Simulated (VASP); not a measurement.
Wanted: the native input for a VASP 6.6.1 run.

* Task: single point
* Functional: RPBE
* Potentials or basis: VASP PAW PBE potentials, release 64 (Mg)
* Cutoff: 520 eV
* k mesh: 12 × 12 × 12
* Occupations: fermi-dirac, width 0.1 eV
* Spin: no spin polarisation
* Dipole correction: no
* Further INCAR settings: ALGO = Normal; EDIFF = 1e-06; NBANDS = 7

The structure of Mg lies in POSCAR:

```
Mg
1.0
    3.0543575930      0.0000000000      0.0000000000
    0.0000000000      3.0543575930      0.0000000000
    0.0000000000      0.0000000000      3.0543575930
Mg
1
Direct
    0.0000000000      0.0000000000      0.0000000000
```

These files were run (other wordings do the same):

INCAR

```
PREC = Accurate
ENCUT = 520
EDIFF = 1E-6
ISMEAR = -1
SIGMA = 0.1
LREAL = F
LASPH = T
NELM = 60
ALGO = Normal
ISIF = 2
LWAVE = F
LCHARG = T
GGA = RP
LELF = T
LVHAR = T
NBANDS = 7
```

KPOINTS

```
Automatic mesh
0
Gamma
  12 12 12
```

Potentials or basis: VASP PAW PBE potentials, release 64 (Mg).

Command:

```bash
$ cat potpaw_PBE.64/Mg/POTCAR > POTCAR
$ mpirun -np 1 vasp_std > vasp.out
```

It gave:

```
Pressure               : 0.0 GPa
Band gap on the k mesh : zero (band 1 reaches 6.06 eV, above the bottom of band 2 at -0.24 eV)
```

Caveat: the PAW data sets were made with another functional, which shifts forces and pressure a little.

It took 18 s on 1 thread of Intel Xeon 6975P-C (shared host), peak memory 0.14 GiB.
